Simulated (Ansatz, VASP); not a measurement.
**Two plane-wave programs on SnO**

```
Sn O
1.0
     3.98028    0.00000    0.00000
     0.00000    3.98028    0.00000
     0.00000    0.00000    4.09479
Sn O
2 2
Direct
  0.00000 0.50000 0.25326
  0.50000 0.00000 0.74674
  0.00000 0.00000 0.00000
  0.50000 0.50000 0.00000
```

Alike in both runs: task single point; functional PBEsol; dispersion D3(BJ); k mesh 14 × 14 × 12; occupations gaussian, width 0.15 eV; no spin polarisation.

|  | VASP | Ansatz |
| --- | --- | --- |
| version | VASP 6.6.1 | Ansatz 0.2.0 |
| potentials or method | VASP PAW PBE potentials, release 64 (Sn_d, O), cutoff 600 eV | scalar-relativistic, plane waves, PAW |
| valence electrons in the cell | 40 | 40 |

Ansatz gave:

| Quantity | Value |
| --- | --- |
| gap on the k mesh at the Fermi level (eV) | 0.40 |
| least direct gap on the mesh (eV) | 1.19 |
| pressure (GPa) | -2.3 |
| traceless stress, the component that is largest in VASP (GPa) | 6.55 |
| rms of the force components (eV/Å) | 0.118 |

Task: Which values does VASP return?

Result: gap on the k mesh at the Fermi level (eV): 0.40; least direct gap on the mesh (eV): 1.18; pressure (GPa): -2.1; traceless stress, the component that is largest in VASP (GPa): 6.48; rms of the force components (eV/Å): 0.147.

VASP's potentials were made for PBE, not for PBEsol. Atom by atom the forces differ by 0.030 eV/Å (rms over components).
